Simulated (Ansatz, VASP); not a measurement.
# One calculation of ZrB, two programs

```
CELL_PARAMETERS angstrom
0.00000 2.41539 2.68108
2.41539 0.00000 2.68108
2.41539 2.41539 0.00000
ATOMIC_POSITIONS crystal
Zr 0.00000 0.00000 0.00000
B 0.50000 0.50000 0.50000
```

Change from the starting cell: normal strain along x +0.0000, normal strain along z +0.1100.

Alike in both runs: task single point; functional LDA; k mesh 16 × 16 × 16; occupations gaussian, width 0.15 eV; no spin polarisation.

|  | VASP | Ansatz |
| --- | --- | --- |
| version | VASP 6.6.1 | Ansatz 0.2.0 |
| potentials or method | VASP PAW LDA potentials, release 64 (Zr_sv, B), cutoff 520 eV | scalar-relativistic, plane waves, PAW |
| valence electrons in the cell | 15 | 15 |

VASP gave:

```
gap on the k mesh at the Fermi level (eV)                     : none
pressure (GPa)                                                : -12.2
traceless stress, the component that is largest in VASP (GPa) : -14.21
```

Q: Estimate Ansatz's values.

A: gap on the k mesh at the Fermi level (eV): none; pressure (GPa): -12.5; traceless stress, the component that is largest in VASP (GPa): -14.10.

LDA's correlation is that of Perdew and Zunger in VASP and of Perdew and Wang (1992) in Ansatz. A gap of «none» marks a metal or a gap that the smearing closes.
